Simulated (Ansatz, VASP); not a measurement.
# One calculation of WS, two programs

```
CELL_PARAMETERS angstrom
2.94649 0.00000 0.00000
0.00000 2.94649 0.00000
0.00000 0.00000 2.94649
ATOMIC_POSITIONS crystal
W 0.50000 0.50000 0.50000
S 0.00000 0.00000 0.00000
```

Change from the starting cell: volume scaled by 0.94.

Alike in both runs: task single point; functional PBE; k mesh 9 × 9 × 9; occupations fermi-dirac, width 0.05 eV; no spin polarisation.

```csv
,VASP,Ansatz
version,VASP 6.6.1,Ansatz 0.2.0
potentials or method,"VASP PAW PBE potentials, release 64 (W_sv, S), cutoff 520 eV","all-electron LAPW, scalar-relativistic"
```

Ansatz gave:

- gap on the k mesh at the Fermi level (eV): none
- pressure (GPa): 17.9

Question: Estimate VASP's values.

Answer: gap on the k mesh at the Fermi level (eV): none; pressure (GPa): 18.4.

A gap of «none» marks a metal or a gap that the smearing closes. Ansatz ran all-electron here, and VASP with PAW potentials.

Neither program's run includes spin-orbit coupling.
